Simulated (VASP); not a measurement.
Runs of VASP 6.6.1 on Zn. The structure is that of space group R-3m (No. 166), or close to it. The cells are those of the table. 

```tsv
cell	k mesh	cutoff (eV)	gap on the mesh (eV)	pressure (GPa)
a = 2.962 Å, angles 70.5°, 1 atom	6 × 6 × 6	500	none	(a)
a = 2.935 Å, angles 70.5°, 1 atom	6 × 6 × 6	520	none	-9.3
a = 2.724 Å, angles 73.3°, 1 atom	18 × 18 × 18	520	none	-4.2
a = 2.724 Å, angles 73.3°, 1 atom	9 × 9 × 9	520	none	-4.5
```

Alike in all rows: task single point; level PBE; potentials or basis VASP PAW PBE potentials, release 64 (Zn); no spin polarisation; smearing gaussian 0.1 eV.

**Question.** Estimate the missing entries.

**Answer.** (a) -9.2.

Caveats: some runs use coarse meshes.

A gap of «none» marks levels without a gap at the run's occupations.
